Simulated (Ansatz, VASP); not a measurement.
# Two plane-wave programs on BaTiO3

```
Ba Ti O
1.0
     4.02629    0.00000    0.00000
     0.00000    4.02629    0.00000
     0.00000    0.00000    4.04461
Ba Ti O
1 1 3
Direct
  0.00000 0.00000 0.00000
  0.50000 0.50000 0.49000
  0.00000 0.50000 0.51700
  0.50000 0.00000 0.51700
  0.50000 0.50000 0.01900
```

Alike in both runs: task single point; functional revPBE; dispersion D3(BJ); k mesh 7 × 7 × 7; occupations fermi-dirac, width 0.05 eV; no spin polarisation.

|  | VASP | Ansatz |
| --- | --- | --- |
| version | VASP 6.6.1 | Ansatz 0.2.0 |
| potentials or method | VASP PAW PBE potentials, release 64 (Ba_sv, Ti_sv, O) | Ansatz PAW |
| plane-wave cutoff (eV) | 520 | 420 |
| valence electrons in the cell | 40 | 40 |

Ansatz gave:

* gap on the k mesh at the Fermi level (eV): 1.91
* least direct gap on the mesh (eV): 2.09
* pressure (GPa): -3.8
* traceless stress, the component that is largest in VASP (GPa): 0.54
* rms of the force components (eV/Å): 0.131

Task: Estimate VASP's values.

Result: gap on the k mesh at the Fermi level (eV): 1.85; least direct gap on the mesh (eV): 2.06; pressure (GPa): -2.2; traceless stress, the component that is largest in VASP (GPa): 0.56; rms of the force components (eV/Å): 0.125.

VASP's potentials were made for PBE, not for revPBE. Atom by atom the forces differ by 0.013 eV/Å (rms over components).

Spin-orbit coupling is off throughout. Noted on Ansatz's run: odd divisions of the mesh miss points on the zone boundary, where band edges often lie, so the gap on the mesh can be too wide.
